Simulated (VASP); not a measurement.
# CaSiI6 (P1) in VASP: single point with PBEsol

Aim: the single point of CaSiI6 with PBEsol.

Everything below comes from runs of VASP 6.6.1. Logs are shortened: lines on timing, memory, paths and dates and some standing lists are left out, and cuts for length are marked.

### 1 The cell of the first run

The typed cell holds 8 atoms: a = 7.628 Å, b = 7.628 Å, c = 7.629 Å, α = 110.11°, β = 110.07°, γ = 110.04°.

### 2 Single point, PBEsol

File INCAR:

```
SYSTEM = CaSiI6
PREC = Accurate
ENCUT = 520
EDIFF = 1E-6
ISMEAR = -1
SIGMA = 0.05
LREAL = .FALSE.
LASPH = .TRUE.
NELM = 80
ALGO = Normal
ISIF = 2
LWAVE = .FALSE.
LCHARG = .FALSE.
GGA = PS
NBANDS = 38
```

File KPOINTS:

```
Automatic mesh
0
G
  4 4 4
  0 0 0
```

File POSCAR:

```
CaSiI6
1.0
    6.2503016966      3.6098733189      2.4675440187
   -6.2497250771      3.6116319835      2.4669334519
    0.0018369959     -7.2199549637      2.4648090282
Ca Si I
1 1 6
Direct
    0.5065142364      0.5090781459      0.5055938601
    0.0065184063      0.0090696487      0.0056277527
    1.0154657408      0.2777175543      0.3512343121
    0.3517628432      1.0178338009      0.2742351479
    0.2751776960      0.3541961486      1.0144296812
   -0.0024367132      0.7405689733      0.6600938424
    0.6613457388      0.0004375970      0.7369555514
    0.7377575921      0.6638445377     -0.0032437605
```

Potentials or basis: VASP PAW PBE potentials, release 64 (Ca_sv, Si, I).

On the command line:

```console
> cat potpaw_PBE.64/Ca_sv/POTCAR potpaw_PBE.64/Si/POTCAR potpaw_PBE.64/I/POTCAR > POTCAR
> mpirun -np 1 vasp_std > vasp.out
```

OUTCAR:

```text
SYSTEM = CaSiI6
   PREC = Accurate
   ENCUT = 520
   EDIFF = 1E-6
   ISMEAR = -1
   LREAL = .FALSE.
   LASPH = .TRUE.
   NELM = 80
   ISIF = 2
   GGA = PS

 ion  position               nearest neighbor table
   1  0.507  0.509  0.506-   5 3.09   8 3.09   4 3.09   6 3.09   3 3.09   7 3.09
   2  0.007  0.009  0.006-   6 2.69   4 2.69   3 2.69   5 2.69   7 2.69   8 2.69
   3  0.015  0.278  0.351-   2 2.69   1 3.09
   4  0.352  0.018  0.274-   2 2.69   1 3.09
   5  0.275  0.354  0.014-   2 2.69   1 3.09
   6  0.998  0.741  0.660-   2 2.69   1 3.09
   7  0.661  0.000  0.737-   2 2.69   1 3.09
   8  0.738  0.664  0.997-   2 2.69   1 3.09

  LATTYP: Found a triclinic cell.
 ALAT       =     8.7463825135
 B/A-ratio  =     1.4298723826
 C/A-ratio  =     0.8459825583
 COS(alpha) =     0.0001882812
 COS(beta)  =     0.5643465020
 COS(gamma) =     0.7151609624

  Lattice vectors:

 A1 = (   0.0005766195,   7.2215053024,   4.9344774706)
 A2 = (  -6.2515620730,  10.8315869472,   0.0021244237)
 A3 = (   0.0024136154,   0.0015503387,   7.3992864988)

Analysis of symmetry for initial positions (statically):
=====================================================================
 Subroutine PRICEL returns:
 Original cell was already a primitive cell.

 Routine SETGRP: Setting up the symmetry group for a
 triclinic supercell.

 Subroutine GETGRP returns: Found  1 space group operations
 (whereof  1 operations were pure point group operations)
 out of a pool of  2 trial point group operations.

The static configuration has the point symmetry C_1 .

Analysis of symmetry for dynamics (positions and initial velocities):
=====================================================================
 Subroutine PRICEL returns:
 Original cell was already a primitive cell.

 Routine SETGRP: Setting up the symmetry group for a
 triclinic supercell.

 Subroutine GETGRP returns: Found  1 space group operations
 (whereof  1 operations were pure point group operations)
 out of a pool of  2 trial point group operations.

The dynamic configuration has the point symmetry C_1 .

 Subroutine INISYM returns: Found  1 space group operations
 (whereof  1 operations are pure point group operations),
 and found     1 'primitive' translations

----------------------------------------------------------------------------------------

                                     Primitive cell

  volume of cell :     333.9153

  direct lattice vectors                    reciprocal lattice vectors
     6.250301697  3.609873319  2.467544019     0.079999721  0.046146164  0.135112402
    -6.249725077  3.611631984  2.466933452    -0.079999942  0.046123274  0.135164598
     0.001836996 -7.219954964  2.464809028    -0.000019597 -0.092360396  0.135167524

  length of vectors
     7.627989916  7.628152449  7.629091466     0.163660579  0.163697329  0.163709202

  position of ions in fractional coordinates (direct lattice)
     0.506514236  0.509078146  0.505593860
     0.006518406  0.009069649  0.005627753
     0.015465741  0.277717554  0.351234312
     0.351762843  0.017833801  0.274235148
     0.275177696  0.354196149  0.014429681
     0.997563287  0.740568973  0.660093842
     0.661345739  0.000437597  0.736955551
     0.737757592  0.663844538  0.996756240

  ion indices of the primitive-cell ions
   primitive index   ion index
                 1           1
                 2           2
                 3           3
                 4           4
                 5           5
                 6           6
                 7           7
                 8           8

----------------------------------------------------------------------------------------

 KPOINTS: Automatic mesh

Automatic generation of k-mesh.
 Grid dimensions read from file:
 generate k-points for:    4    4    4

 Generating k-lattice:

  Cartesian coordinates                     Fractional coordinates (reciprocal lattice)
     0.019999930  0.011536541  0.033778100     0.250000000 -0.000000000 -0.000000000
    -0.019999985  0.011530818  0.033791149     0.000000000  0.250000000  0.000000000
    -0.000004899 -0.023090099  0.033791881    -0.000000000  0.000000000  0.250000000

  Length of vectors
     0.040915145  0.040924332  0.040927300

  Shift w.r.t. Gamma in fractional coordinates (k-lattice)
     0.000000000  0.000000000  0.000000000

 Subroutine IBZKPT returns following result:
 ===========================================

 Found     36 irreducible k-points:

 Following reciprocal coordinates:
            Coordinates               Weight
  0.000000  0.000000  0.000000      1.000000
  0.250000  0.000000 -0.000000      2.000000
  0.500000  0.000000 -0.000000      1.000000
  0.000000  0.250000  0.000000      2.000000
  0.250000  0.250000  0.000000      2.000000
  0.500000  0.250000 -0.000000      2.000000
[... 16 lines left out ...]
 -0.000000 -0.250000  0.250000      2.000000
  0.250000 -0.250000  0.250000      2.000000
 [... further k-points ...]
   k-points           NKPTS =     36   k-points in BZ     NKDIM =     36   number of bands    NBANDS=     38
   number of dos      NEDOS =    301   number of ions     NIONS =      8
   total plane-waves  NPLWV = 216000
   dimension x,y,z NGX =    60 NGY =   60 NGZ =   60
   dimension x,y,z NGXF=   120 NGYF=  120 NGZF=  120
   ions per type =               1   1   6
   NGX,Y,Z   is equivalent  to a cutoff of  13.08, 13.08, 13.07 a.u.
   NGXF,Y,Z  is equivalent  to a cutoff of  26.15, 26.15, 26.15 a.u.
 SYSTEM =  CaSiI6
   PREC   = accura    normal or accurate (medium, high low for compatibility)
   ISTART =      0    job   : 0-new  1-cont  2-samecut
   ICHARG =      2    charge: 1-file 2-atom 10-const
   ISPIN  =      1    spin polarized calculation?
   LNONCOLLINEAR =      F non collinear calculations
   LSORBIT =      F    spin-orbit coupling
   LASPH  =      T    aspherical Exc in radial PAW
   ENCUT  =  520.0 eV  38.22 Ry    6.18 a.u.  14.18 14.18 14.19*2*pi/ulx,y,z
   NELM   =     80;   NELMIN=  2; NELMDL= -5     # of ELM steps
   EDIFF  = 0.1E-05   stopping-criterion for ELM
   LREAL  =      F    real-space projection
   EDIFFG = 0.1E-04   stopping-criterion for IOM
   NSW    =      0    number of steps for IOM
   IBRION =     -1    ionic relax: 0-MD 1-quasi-New 2-CG
   NFREE  =      0    steps in history (QN), initial steepest desc. (CG)
   ISIF   =      2    stress and relaxation
   ISYM   =      2    0-nonsym 1-usesym 2-fastsym
   POTIM  = 0.5000    time-step for ionic-motion
   TEBEG  =    0.0;   TEEND  =   0.0 temperature during run
   PSTRESS=    0.0 pullay stress
   NELECT =      56.0000    total number of electrons
   NUPDOWN=      -1.0000    fix difference up-down
   EMIN   =  10.00;   EMAX   =-10.00  energy-range for DOS
   EFERMI =   0.00;   METHOD = LEGACY
   ISMEAR =    -1;   SIGMA  =   0.05  broadening in eV -4-tet -1-fermi 0-gaus
   EFERMI_NEDOS =   21; number of points for ismear=-14 and -15
   IALGO  =     38    algorithm
   IMIX   =      4    mixing-type and parameters
     AMIX     =   0.40;   BMIX     =  1.00
     AMIX_MAG =   1.60;   BMIX_MAG =  1.00
  volume/ion in A,a.u.               =      41.74       281.67
  Fermi-wavevector in a.u.,A,eV,Ry     =   0.902801  1.706047 11.089425  0.815050
  Thomas-Fermi vector in A             =   2.026049
   LORBIT       =      0    0 simple, 1 ext, 2 COOP (PROOUT), +10 PAW based schemes
   GGA     = PS    functional components
   LHFCALC =     F    Hartree Fock is set to
   AEXX    =    0.0000 exact exchange contribution
   IVDW    =     0    specifies the selected vdW correction
   LEPSILON=     F    determine dielectric tensor
   LRPA    =     F    only Hartree local field effects (RPA)
 non-spin polarized calculation
  energy-cutoff  :      520.00
  volume of cell :      333.92
 maximum number of plane-waves:      9018
 NGX is ok and might be reduce to    60
   NGX = 29   NGY = 29   NGZ = 29

 number of electron      55.9999999 magnetization

 Free energy of the ion-electron system (eV)
  ---------------------------------------------------
  ext. energy  EPLUGINS =         0.00000000
  ---------------------------------------------------
  free energy    TOTEN  =       -23.67422881 eV

  energy without entropy =      -23.67406315  energy(sigma->0) =      -23.67414598

 E-fermi :   2.0013     XC(G=0):  -7.7537

 val. band max:        1.6215721256   @ k =  -0.2500   0.2500   0.2500
 cond. band min:       2.2522703832   @ k =   0.0000   0.0000   0.0000
 fundamental gap:      0.6306982576
 Fermi energy:         2.0012548846

 k-point     1 :       0.0000    0.0000    0.0000
  band No.  band energies     occupation
      1     -38.2545      2.00000
      2     -19.3875      2.00000
      3     -19.3609      2.00000
      4     -19.3607      2.00000
      5     -11.1999      2.00000
      6      -9.9602      2.00000
[... 30 lines left out ...]
     37       6.9739      0.00000
     38       6.9753      0.00000

 k-point     2 :       0.2500    0.0000   -0.0000
  band No.  band energies     occupation
      1     -38.2545      2.00000
      2     -19.3878      2.00000
      3     -19.3609      2.00000
      4     -19.3607      2.00000
      5     -11.1144      2.00000
      6     -10.1380      2.00000
[... 30 lines left out ...]
     37       7.0593      0.00000
     38       7.1367      0.00000

 k-point     3 :       0.5000    0.0000   -0.0000
  band No.  band energies     occupation
      1     -38.2545      2.00000
      2     -19.3880      2.00000
      3     -19.3610      2.00000
      4     -19.3607      2.00000
      5     -11.0006      2.00000
      6     -10.3081      2.00000
[... 30 lines left out ...]
     37       7.0057      0.00000
     38       7.2806      0.00000

 k-point     4 :       0.0000    0.2500    0.0000
  band No.  band energies     occupation
      1     -38.2545      2.00000
      2     -19.3878      2.00000
      3     -19.3609      2.00000
      4     -19.3607      2.00000
      5     -11.1143      2.00000
      6     -10.1381      2.00000
[... 30 lines left out ...]
     37       7.0588      0.00000
     38       7.1370      0.00000
[... 703 lines left out ...]
      4     -19.3608      2.00000
      5     -11.0270      2.00000
      6     -10.2162      2.00000
[... 30 lines left out ...]
     37       7.0134      0.00000
     38       7.3304      0.00000

 k-point    23 :      -0.0000   -0.2500    0.2500
  band No.  band energies     occupation
      1     -38.2545      2.00000
      2     -19.3875      2.00000
      3     -19.3610      2.00000
      4     -19.3608      2.00000
      5     -11.1362      2.00000
      6     -10.1136      2.00000
[... 30 lines left out ...]
     37       7.0160      0.00000
     38       7.0274      0.00000

 k-point    24 :       0.2500   -0.2500    0.2500
  band No.  band energies     occupation
      1     -38.2545      2.00000
      2     -19.3878      2.00000
      3     -19.3610      2.00000
      4     -19.3608      2.00000
      5     -11.0840      2.00000
      6     -10.2337      2.00000
[... 30 lines left out ...]
     37       7.0861      0.00000
     38       7.1496      0.00000

 [... further k-points ...]

------------------------ aborting loop because EDIFF is reached ----------------------------------------

  FORCE on cell =-STRESS in cart. coord.  units (eV):
  Direction    XX          YY          ZZ          XY          YZ          ZX
  --------------------------------------------------------------------------------------
  -------------------------------------------------------------------------------------
  Total        0.1453221      0.0983804      0.1492530     -0.0001916      0.0033338     -0.0136657
  in kB        0.6972781      0.4720444      0.7161388     -0.0009195      0.0159959     -0.0655703
  external PRESSURE =       0.6284871 kB  Pullay stress =       0.0000000 kB

 VOLUME and BASIS-vectors are now :
 -----------------------------------------------------------------------------
  energy-cutoff  :      520.00
  volume of cell :      333.92
      direct lattice vectors                 reciprocal lattice vectors
     6.250301697  3.609873319  2.467544019     0.079999721  0.046146164  0.135112402
    -6.249725077  3.611631984  2.466933452    -0.079999942  0.046123274  0.135164598
     0.001836996 -7.219954964  2.464809028    -0.000019597 -0.092360396  0.135167524

 POSITION                                       TOTAL-FORCE (eV/Angst)
 -----------------------------------------------------------------------------------
     -0.01480      0.01669      3.75190        -0.001466     -0.000251      0.000706
     -0.01593      0.01565      0.05233        -0.002523     -0.001125     -0.000181
     -1.63835     -1.47705      1.58900        -0.016317     -0.008489     -0.004004
      2.08767     -0.64574      1.58792         0.021339     -0.005863     -0.005306
     -0.49366      2.16840      1.58836        -0.007049      0.018728     -0.000189
      1.60793      1.50989      5.91547         0.020003      0.010173      0.001544
      4.13223     -2.93183      3.44943        -0.019630      0.002703      0.004313
      0.46419     -2.13576      5.91492         0.005642     -0.015876      0.003116
 -----------------------------------------------------------------------------------
    total drift:                                0.000021     -0.000046     -0.000052

  FREE ENERGIE OF THE ION-ELECTRON SYSTEM (eV)
  ---------------------------------------------------
  free  energy   TOTEN  =       -23.6742288142 eV

  energy  without entropy=      -23.6740631491  energy(sigma->0) =      -23.67414598
```

Run time: 6.9 min. Hardware: 1 thread of Intel Xeon Platinum 8488C (Sapphire Rapids), shared host; peak memory 0.74 GiB.

What came out:

```
Free energy            : -23.6742 eV
Pressure               : 0.1 GPa
Largest force          : 0.023 eV/Å
Band gap on the k mesh : 0.63 eV (least direct gap 1.01 eV)
```

Forces on the atoms (eV/Å):
```
Ca  -0.001  0.000  0.001
Si  -0.003 -0.001  0.000
I   -0.016 -0.008 -0.004
I    0.021 -0.006 -0.005
I   -0.007  0.019  0.000
I    0.020  0.010  0.002
I   -0.020  0.003  0.004
I    0.006 -0.016  0.003
```

Caveat: semilocal functionals underestimate gaps, and a narrow one can read as zero; the PAW data sets were made with another functional, which shifts forces and pressure a little; spin-orbit coupling is left out, which moves the levels of the heavy elements. A k mesh can miss the band edges.
